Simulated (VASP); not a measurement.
Here is a VASP 6.6.1 calculation.

Contents of INCAR:

```
SYSTEM = P
PREC = Accurate ; ENCUT = 520
EDIFF = 1E-6 ; ISMEAR = 0
SIGMA = 0.02 ; LREAL = .FALSE.
LASPH = .TRUE. ; NELM = 100
ALGO = Normal ; ISIF = 2
LWAVE = .FALSE. ; LCHARG = .FALSE.
GGA = PE ; IVDW = 12
NBANDS = 36
```

The input KPOINTS:

```
Automatic mesh
0
G
  6 2 6
  0 0 0
```

The input POSCAR:

```
P
1.0
    5.4644053556      0.0000000000      0.0832648097
    0.0000000000     19.6054557692      0.0000000000
   -1.4614921500      0.0000000000      5.9652737449
P
10
Direct
    0.1456670916      0.4115042107      0.6953818232
    0.1642400654      0.4426372031      0.3520032563
    0.1642400654      0.5573627969      0.3520032563
    0.1456670916      0.5884957893      0.6953818232
    0.2305158652      0.5000000000      0.9212281797
    0.5512966691      0.5876159766      0.3252361642
    0.7443612434      0.5581901391      0.6678701933
    0.7443612434      0.4418098609      0.6678701933
    0.5512966691      0.4123840234      0.3252361642
    0.6289785356      0.5000000000      0.1157757263
```

Potentials or basis: VASP PAW PBE potentials, release 64 (P).

Launch:

```console
$ cat potpaw_PBE.64/P/POTCAR > POTCAR
$ mpirun -np 1 vasp_std > vasp.out
```

Problem. Predict the band gap on the k mesh.

Solution. 1.07 eV, indirect (least direct gap 1.46 eV).

Problem. Predict the dispersion energy per atom.

Solution. -0.259 eV.

Problem. Estimate the largest force.

Solution. 0.069 eV/Å.

Forces on the atoms (eV/Å):
```
P   -0.016  0.053 -0.013
P    0.025  0.014  0.032
P    0.025 -0.014  0.032
P   -0.016 -0.053 -0.013
P    0.028  0.000 -0.028
P   -0.014 -0.050  0.020
P    0.025 -0.012 -0.034
P    0.025  0.012 -0.034
P   -0.014  0.050  0.020
P   -0.066  0.000  0.018
```
